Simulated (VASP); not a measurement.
Here is a VASP 6.6.1 calculation.

INCAR

```
PREC = Accurate ; ENCUT = 520
EDIFF = 1E-8 ; ISMEAR = 0
SIGMA = 0.01 ; LREAL = False
LASPH = True ; NELM = 60
ALGO = Normal ; ISIF = 2
LWAVE = False ; LCHARG = False
GGA = PS ; IBRION = 8
NSW = 1
```

Contents of KPOINTS:

```
regular mesh
0
Gamma
  6 6 6
```

POSCAR

```
BaTe
1.0
    0.0000000000      3.4713969038      3.4713969038
    3.4713969038      0.0000000000      3.4713969038
    3.4713969038      3.4713969038      0.0000000000
Ba Te
1 1
Direct
    0.0000000000      0.0000000000      0.0000000000
    0.5000000000      0.5000000000      0.5000000000
```

Potentials or basis: VASP PAW PBE potentials, release 64 (Ba_sv, Te).

The run is started by

```console
$ cat potpaw_PBE.64/Ba_sv/POTCAR potpaw_PBE.64/Te/POTCAR > POTCAR
$ mpirun -np 1 vasp_std > vasp.out
```

Problem. What does it give for the highest phonon frequency at Γ, LO-TO splitting left out?

Solution. 98 cm⁻¹.

Phonon frequencies in cm⁻¹ (negative: imaginary):
```
              q point     frequencies
(0.000, 0.000, 0.000)  0 0 0 98 98 98
```
